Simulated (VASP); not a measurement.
# Ta: single point with PBE

The system is Ta.

```
Ta
1.0
    -1.65128    1.65128    1.40359
     1.65128   -1.65128    1.40359
     1.65128    1.65128   -1.40359
Ta
1
Direct
  0.00000 0.00000 0.00000
```

This cell differs from its parent crystal: strain -0.1500 x Voigt [0, 0, 1, 0, 0, 0].

```yaml
Program: VASP 6.6.1
Task: single point
Functional: PBE
Potentials_or_basis: VASP PAW PBE potentials, release 64 (Ta_pv)
Cutoff: 520 eV
k_mesh: 20 × 20 × 20
Occupations: gaussian, width 0.15 eV
Spin: no spin polarisation
```

```
Pressure               : 51.9 GPa
Band gap on the k mesh : zero (an odd number of electrons rules out a gap without spin polarisation)
```

Stress tensor (GPa, compression positive):
```
43.26  0.00  0.00
 0.00 43.26  0.00
 0.00  0.00 69.20
```

Levels at points of the mesh, in eV from the Fermi level:
| k point | band 1 | band 2 | band 3 | band 4 | band 5 | band 6 | band 7 | band 8 | band 9 | band 10 |
| --- | --- | --- | --- | --- | --- | --- | --- | --- | --- | --- |
| (0.00, 0.00, 0.00) | -32.68 | -32.68 | -32.54 | -8.71 | -1.05 | 1.70 | 1.70 | 2.22 | 5.95 | 14.77 |
| (0.50, 0.00, 0.00) | -34.63 | -33.31 | -32.84 | -5.40 | -3.03 | 2.93 | 4.11 | 7.74 | 8.97 | 12.54 |
| (0.50, 0.50, 0.00) | -34.63 | -32.98 | -32.58 | -5.36 | -0.29 | 1.38 | 2.04 | 4.45 | 8.93 | 13.17 |
| (0.50, 0.50, 0.50) | -34.15 | -34.15 | -33.46 | -5.36 | -4.84 | 7.91 | 7.91 | 8.65 | 8.70 | 8.70 |

Wall time 36 s on 1 thread of Intel(R) Xeon(R) 6975P-C (Granite Rapids), on a shared host, peak memory 0.22 GiB.

Caveat: the cell differs from its parent crystal (strain -0.1500 x Voigt [0, 0, 1, 0, 0, 0]); the cell stands under pressure; spin-orbit coupling is left out, which moves the levels of the heavy elements.
